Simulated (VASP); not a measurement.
Here is a VASP 6.6.1 calculation.

INCAR

```
ALGO = Normal
EDIFF = 1E-6
ENCUT = 520
GGA = PS
ISIF = 2
ISMEAR = -1
LASPH = T
LCHARG = F
LREAL = F
LWAVE = F
NBANDS = 22
NELM = 80
PREC = Accurate
SIGMA = 0.05
```

Contents of KPOINTS:

```
k-points
0
Gamma
  8 8 5
```

POSCAR

```
Cd2S
1.0
    4.0403891930      0.0000000000      0.0000000000
   -2.0201945965      3.4990796824      0.0000000000
    0.0000000000      0.0000000000      5.9231266511
Cd S
2 1
Direct
    0.3333333333      0.6666666667      0.9327170000
    0.6666666667      0.3333333333      0.5787350000
    0.3333333333      0.6666666667      0.3657050000
```

Potentials or basis: VASP PAW PBE potentials, release 64 (Cd, S).

Command:

```bash
$ cat potpaw_PBE.64/Cd/POTCAR potpaw_PBE.64/S/POTCAR > POTCAR
$ mpirun -np 1 vasp_std > vasp.out
```

**Question.** What does it give for the pressure?

**Answer.** -4.6 GPa.

**Question.** What does it give for the largest force?

**Answer.** 0.319 eV/Å.

**Question.** Estimate the band gap on the k mesh.

**Answer.** 0.28 eV, indirect (least direct gap 0.57 eV).

Forces in eV/Å, atoms in the order of the input:
```
Cd   0.000  0.000  0.120
Cd   0.000  0.000 -0.319
S    0.000  0.000  0.199
```

Caveat: the PAW data sets were made with another functional, which shifts forces and pressure a little. A k mesh can miss the band edges.
